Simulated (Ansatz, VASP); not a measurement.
**Two plane-wave programs on RbBr**

```xyz
6
Lattice="8.1585 0.0000 0.0000 -4.0792 7.0655 0.0000 0.0000 0.0000 4.9227" Properties=species:S:1:pos:R:3 pbc="T T T"
Rb    4.0792    0.0000    0.0000
Rb    2.0396    3.5327    0.0000
Rb   -2.0396    3.5327    0.0000
Br    0.0000    0.0000    0.0000
Br    0.0000    4.7103    2.4613
Br    4.0792    2.3552    2.4613
```

Alike in both runs: functional PBE; k mesh 6 × 6 × 4; occupations gaussian, width 0.02 eV; no spin polarisation.

Ansatz relaxed the structure, and its values are those at the end. VASP's run is a single point on that final structure, the one shown.

```csv
,VASP,Ansatz
version,VASP 6.6.1,Ansatz 0.2.0
potentials or method,"VASP PAW PBE potentials, release 64 (Rb_sv, Br), cutoff 520 eV","scalar-relativistic, plane waves, PAW"
valence electrons in the cell,48,48
```

```csv
,VASP,Ansatz,Ansatz less VASP
gap on the k mesh at the Fermi level (eV),2.62,2.62,-0.001
least direct gap on the mesh (eV),2.62,2.62,-0.001
pressure (GPa),0.0,0.0,-0.02
```

The functional is the same, so the differences come from potentials, cutoffs and numerics.
